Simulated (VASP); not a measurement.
Runs of VASP 6.6.1 on Al3BiO. The structure is that of space group P4/mmm (No. 123), or close to it. The cells are those of the table. The cell was built from a structure type or drawn by symmetry, and may not be a known phase.

```tsv
task	cell	k mesh	cutoff (eV)	gap on the mesh (eV)	pressure (GPa)	relaxed volume (Å³/atom)
single point	a = 5.214, b = 5.214, c = 3.606 Å, 5 atoms	4 × 4 × 6	520	none	0.2	-
relaxation of cell and atoms	relaxed from a = 5.214, b = 5.214, c = 3.606 Å, 5 atoms	8 × 8 × 10	600	none	0.0	19.43
single point	a = 5.029, b = 5.029, c = 3.663 Å, 5 atoms	4 × 4 × 6	520	none	(a)	-
single point	a = 5.162, b = 5.162, c = 3.655 Å, 5 atoms	8 × 8 × 10	520	none	0.0	-
relaxation of cell and atoms	relaxed from a = 5.029, b = 5.029, c = 3.663 Å, 5 atoms	4 × 4 × 6	600	none	-0.1	19.69
```

Alike in all rows: level PBE; potentials or basis VASP PAW PBE potentials, release 64 (Al, Bi_d, O); no spin polarisation; smearing gaussian 0.1 eV.

**Question.** Fill in the values left out.

**Answer.** (a) 2.5.

Caveats: spin-orbit coupling is left out, which moves the levels of the heavy elements.

A k mesh can miss the band edges, and the runs leave out spin-orbit coupling on Bi.

A gap of «none» marks levels without a gap at the run's occupations.
